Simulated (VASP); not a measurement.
# KF (R-3m) in VASP: a series of runs, part 2 of 2

VASP 6.6.1.

## (3) Relaxation of the atoms, PBEsol (equal xy, yz and zx engineering shears of +0.5 %)

INCAR

```
PREC = Accurate
ENCUT = 520
EDIFF = 1E-6
ISMEAR = 0
SIGMA = 0.01
LREAL = False
LASPH = True
NELM = 100
ALGO = Normal
ISIF = 2
LWAVE = False
LCHARG = False
GGA = PS
IBRION = 2
NSW = 50
EDIFFG = -0.002
```

KPOINTS

```
regular mesh
0
Gamma
  8 8 8
```

POSCAR

```
KF
1.0
    0.0132709311      2.6608216891      2.6608216891
    2.6608216891      0.0132709311      2.6608216891
    2.6608216891      2.6608216891      0.0132709311
K F
1 1
Direct
    0.0000000000      0.0000000000      0.0000000000
    0.5000000000      0.5000000000      0.5000000000
```

Potentials or basis: VASP PAW PBE potentials, release 64 (K_sv, F).

The run is started by

```console
$ cat potpaw_PBE.64/K_sv/POTCAR potpaw_PBE.64/F/POTCAR > POTCAR
$ mpirun -np 1 vasp_std > vasp.out
```

OUTCAR:

```text
PREC = Accurate
   ENCUT = 520
   EDIFF = 1E-6
   ISMEAR = 0
   LREAL = False
   LASPH = True
   NELM = 100
   ISIF = 2
   GGA = PS
   IBRION = 2
   NSW = 50
   EDIFFG = -0.002

 ion  position               nearest neighbor table
   1  0.000  0.000  0.000-   2 2.65   2 2.65   2 2.65   2 2.65   2 2.65   2 2.65
   2  0.500  0.500  0.500-   1 2.65   1 2.65   1 2.65   1 2.65   1 2.65   1 2.65

  LATTYP: Found a trigonal (rhomboedric) cell.
 ALAT       =     3.7629935211
 COS(alpha) =     0.5049812503

  Lattice vectors:

 A1 = (   0.0132709311,   2.6608216891,   2.6608216891)
 A2 = (   2.6608216891,   0.0132709311,   2.6608216891)
 A3 = (   2.6608216891,   2.6608216891,   0.0132709311)

Analysis of symmetry for initial positions (statically):
=====================================================================
 Subroutine PRICEL returns:
 Original cell was already a primitive cell.

 Routine SETGRP: Setting up the symmetry group for a
 trigonal (rhombohedral) supercell.

 Subroutine GETGRP returns: Found 12 space group operations
 (whereof 12 operations were pure point group operations)
 out of a pool of 12 trial point group operations.

The static configuration has the point symmetry D_3d.

Analysis of symmetry for dynamics (positions and initial velocities):
=====================================================================
 Subroutine PRICEL returns:
 Original cell was already a primitive cell.

 Routine SETGRP: Setting up the symmetry group for a
 trigonal (rhombohedral) supercell.

 Subroutine GETGRP returns: Found 12 space group operations
 (whereof 12 operations were pure point group operations)
 out of a pool of 12 trial point group operations.

The dynamic configuration has the point symmetry D_3d.

 Subroutine INISYM returns: Found 12 space group operations
 (whereof 12 operations are pure point group operations),
 and found     1 'primitive' translations

----------------------------------------------------------------------------------------

                                     Primitive cell

  volume of cell :      37.3952

  direct lattice vectors                    reciprocal lattice vectors
     0.013270931  2.660821689  2.660821689    -0.189323577  0.188384006  0.188384006
     2.660821689  0.013270931  2.660821689     0.188384006 -0.189323577  0.188384006
     2.660821689  2.660821689  0.013270931     0.188384006  0.188384006 -0.189323577

  length of vectors
     3.762993521  3.762993521  3.762993521     0.326834032  0.326834032  0.326834032

  position of ions in fractional coordinates (direct lattice)
     0.000000000  0.000000000  0.000000000
     0.500000000  0.500000000  0.500000000

  ion indices of the primitive-cell ions
   primitive index   ion index
                 1           1
                 2           2

----------------------------------------------------------------------------------------

 KPOINTS: regular mesh

Automatic generation of k-mesh.
 Grid dimensions read from file:
 generate k-points for:    8    8    8

 Generating k-lattice:

  Cartesian coordinates                     Fractional coordinates (reciprocal lattice)
[... 41 lines left out ...]
 [... further k-points ...]
   k-points           NKPTS =     65   k-points in BZ     NKDIM =     65   number of bands    NBANDS=     12
   number of dos      NEDOS =    301   number of ions     NIONS =      2
   total plane-waves  NPLWV =  21952
   dimension x,y,z NGX =    28 NGY =   28 NGZ =   28
   dimension x,y,z NGXF=    56 NGYF=   56 NGZF=   56
   ions per type =               1   1
   NGX,Y,Z   is equivalent  to a cutoff of  12.37, 12.37, 12.37 a.u.
   NGXF,Y,Z  is equivalent  to a cutoff of  24.74, 24.74, 24.74 a.u.
 SYSTEM =  unknown system
   PREC   = accura    normal or accurate (medium, high low for compatibility)
   ISTART =      0    job   : 0-new  1-cont  2-samecut
   ICHARG =      2    charge: 1-file 2-atom 10-const
   ISPIN  =      1    spin polarized calculation?
   LNONCOLLINEAR =      F non collinear calculations
   LSORBIT =      F    spin-orbit coupling
   LASPH  =      T    aspherical Exc in radial PAW
   ENCUT  =  520.0 eV  38.22 Ry    6.18 a.u.   7.00  7.00  7.00*2*pi/ulx,y,z
   NELM   =    100;   NELMIN=  2; NELMDL= -5     # of ELM steps
   EDIFF  = 0.1E-05   stopping-criterion for ELM
   LREAL  =      F    real-space projection
   EDIFFG = -.2E-02   stopping-criterion for IOM
   NSW    =     50    number of steps for IOM
   IBRION =      2    ionic relax: 0-MD 1-quasi-New 2-CG
   NFREE  =      1    steps in history (QN), initial steepest desc. (CG)
   ISIF   =      2    stress and relaxation
   ISYM   =      2    0-nonsym 1-usesym 2-fastsym
   POTIM  = 0.5000    time-step for ionic-motion
   TEBEG  =    0.0;   TEEND  =   0.0 temperature during run
   PSTRESS=    0.0 pullay stress
   NELECT =      16.0000    total number of electrons
   NUPDOWN=      -1.0000    fix difference up-down
   EMIN   =  10.00;   EMAX   =-10.00  energy-range for DOS
   EFERMI =   0.00;   METHOD = LEGACY
   ISMEAR =     0;   SIGMA  =   0.01  broadening in eV -4-tet -1-fermi 0-gaus
   EFERMI_NEDOS =   21; number of points for ismear=-14 and -15
   IALGO  =     38    algorithm
   IMIX   =      4    mixing-type and parameters
     AMIX     =   0.40;   BMIX     =  1.00
     AMIX_MAG =   1.60;   BMIX_MAG =  1.00
  volume/ion in A,a.u.               =      18.70       126.18
  Fermi-wavevector in a.u.,A,eV,Ry     =   1.233605  2.331176 20.705094  1.521781
  Thomas-Fermi vector in A             =   2.368329
   LORBIT       =      0    0 simple, 1 ext, 2 COOP (PROOUT), +10 PAW based schemes
   GGA     = PS    functional components
   LHFCALC =     F    Hartree Fock is set to
   AEXX    =    0.0000 exact exchange contribution
   IVDW    =     0    specifies the selected vdW correction
   LEPSILON=     F    determine dielectric tensor
   LRPA    =     F    only Hartree local field effects (RPA)
 conjugate gradient relaxation of ions
 non-spin polarized calculation
 Gauss-broadening in eV      SIGMA  =   0.01
  energy-cutoff  :      520.00
  volume of cell :       37.40
 maximum number of plane-waves:      1019
   NGX = 13   NGY = 13   NGZ = 13

 number of electron      16.0000012 magnetization

 Free energy of the ion-electron system (eV)
  ---------------------------------------------------
  ext. energy  EPLUGINS =         0.00000000
  ---------------------------------------------------
  free energy    TOTEN  =        -8.51995377 eV

  energy without entropy =       -8.51995377  energy(sigma->0) =       -8.51995377

 E-fermi :  -2.6872     XC(G=0):  -8.7056

 val. band max:       -2.8529912968   @ k =   0.0000   0.0000   0.0000
 cond. band min:       3.2737096027   @ k =   0.0000   0.0000   0.0000
 fundamental gap:      6.1267008995
 Fermi energy:        -2.6872368950

 k-point     1 :       0.0000    0.0000    0.0000
  band No.  band energies     occupation
      1     -28.7658      2.00000
      2     -21.3943      2.00000
      3     -12.0645      2.00000
      4     -12.0606      2.00000
      5     -12.0606      2.00000
      6      -2.8604      2.00000
      7      -2.8530      2.00000
      8      -2.8530      2.00000
      9       3.2737      0.00000
     10       7.7796      0.00000
     11       7.8572      0.00000
     12       7.8572      0.00000
[... 331 lines left out ...]
 k-point    24 :       0.3750    0.1250    0.1250
  band No.  band energies     occupation
      1     -28.6899      2.00000
      2     -21.4594      2.00000
      3     -12.2561      2.00000
      4     -12.1691      2.00000
      5     -12.0720      2.00000
      6      -3.4504      2.00000
      7      -3.1504      2.00000
      8      -2.9942      2.00000
      9       5.4426      0.00000
     10       7.0004      0.00000
     11       8.8921      0.00000
     12       8.9263      0.00000

 [... further k-points ...]

------------------------ aborting loop because EDIFF is reached ----------------------------------------

  FORCE on cell =-STRESS in cart. coord.  units (eV):
  Direction    XX          YY          ZZ          XY          YZ          ZX
  --------------------------------------------------------------------------------------
  -------------------------------------------------------------------------------------
  Total        0.0072595      0.0072595      0.0072595     -0.0160475     -0.0160475     -0.0160475
  in kB        0.3110304      0.3110304      0.3110304     -0.6875475     -0.6875475     -0.6875475
  external PRESSURE =       0.3110304 kB  Pullay stress =       0.0000000 kB

 VOLUME and BASIS-vectors are now :
 -----------------------------------------------------------------------------
  energy-cutoff  :      520.00
  volume of cell :       37.40
      direct lattice vectors                 reciprocal lattice vectors
     0.013270931  2.660821689  2.660821689    -0.189323577  0.188384006  0.188384006
     2.660821689  0.013270931  2.660821689     0.188384006 -0.189323577  0.188384006
     2.660821689  2.660821689  0.013270931     0.188384006  0.188384006 -0.189323577

 POSITION                                       TOTAL-FORCE (eV/Angst)
 -----------------------------------------------------------------------------------
      0.00000      0.00000      0.00000         0.000000     -0.000000      0.000000
      2.66746      2.66746      2.66746        -0.000000      0.000000     -0.000000
 -----------------------------------------------------------------------------------
    total drift:                                0.000000      0.000000      0.000000

  FREE ENERGIE OF THE ION-ELECTRON SYSTEM (eV)
  ---------------------------------------------------
  free  energy   TOTEN  =        -8.5199537684 eV

  energy  without entropy=       -8.5199537684  energy(sigma->0) =       -8.51995377

 reached required accuracy - stopping structural energy minimisation
```

CONTCAR:

```text
KF
   1.00000000000000
     0.0132709311000000    2.6608216891000001    2.6608216891000001
     2.6608216891000001    0.0132709311000000    2.6608216891000001
     2.6608216891000001    2.6608216891000001    0.0132709311000000
  K               F
     1     1
Direct
     0.0000000000000000    0.0000000000000000    0.0000000000000000
     0.5000000000000000    0.5000000000000000    0.5000000000000000

  0.00000000E+00  0.00000000E+00  0.00000000E+00
  0.00000000E+00  0.00000000E+00  0.00000000E+00
```

Run time: 22 s. Hardware: 1 thread of Intel Xeon Platinum 8488C (Sapphire Rapids), shared host; peak memory 0.17 GiB.

What came out:

| Property | Result |
| --- | --- |
| Free energy | -8.5200 eV |
| Pressure after relaxing | 0.0 GPa |
| Band gap on the k mesh | 6.13 eV |

Final structure:
```
CELL_PARAMETERS angstrom
0.01327 2.66082 2.66082
2.66082 0.01327 2.66082
2.66082 2.66082 0.01327
ATOMIC_POSITIONS crystal
K 0.00000 0.00000 0.00000
F 0.50000 0.50000 0.50000
```

Levels at points of the mesh, in eV from the valence-band top:
```
           k point  band 6  band 7  band 8  band 9  band 10  band 11
(0.00, 0.00, 0.00)   -0.01    0.00    0.00    6.13    10.63    10.71
(0.50, 0.00, 0.00)   -0.84   -0.38   -0.37    9.06    10.61    12.11
(0.50, 0.50, 0.00)   -0.20   -0.06   -0.05    8.11    10.34    11.81
(0.50, 0.50, 0.50)   -0.84   -0.37   -0.37    9.03    10.58    12.13
```

Caveat: the cell differs from its parent crystal (equal xy, yz and zx engineering shears of +0.5 %); the relaxation stopped at its first step, so nothing moved; the PAW data sets were made with another functional, which shifts forces and pressure a little.
